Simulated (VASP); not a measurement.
# Si: single point with LDA

Si:

```
Si
1.0
     2.55445    0.00000    0.00000
    -1.27722    2.21221    0.00000
     0.00000    0.00000    4.30886
Si
2
Cartesian
  0.0000 1.4748 1.0772
  1.2772 0.7374 3.2316
```

This cell differs from its parent crystal: volume scaled by 0.88.

```yaml
Program: VASP 6.6.1
Task: single point
Functional: LDA
Potentials_or_basis: VASP PAW LDA potentials, release 64 (Si)
Cutoff: 520 eV
k_mesh: 15 × 15 × 8
Occupations: fermi-dirac, width 0.1 eV
Spin: no spin polarisation
```

| Property | Result |
| --- | --- |
| Pressure | 15.8 GPa |
| Band gap on the k mesh | zero (band 4 reaches 22.63 eV, above the bottom of band 5 at 8.53 eV) |

Stress tensor (GPa, compression positive):
```
15.50  0.00  0.00
 0.00 15.50  0.00
 0.00  0.00 16.47
```

Levels at points of the mesh, in eV from the Fermi level:
| k point | band 1 | band 2 | band 3 | band 4 | band 5 | band 6 | band 7 | band 8 |
| --- | --- | --- | --- | --- | --- | --- | --- | --- |
| (0.00, 0.00, 0.00) | -16.07 | -8.61 | -8.21 | 10.06 | 10.06 | 11.02 | 11.02 | 11.53 |
| (0.00, 0.00, 0.50) | -14.12 | -14.12 | 0.73 | 0.73 | 11.62 | 11.62 | 11.62 | 11.62 |

Wall time 12 s on 1 thread of AMD EPYC 9R45 96-Core Processor (Zen 5) (shared host), peak memory 0.11 GiB.
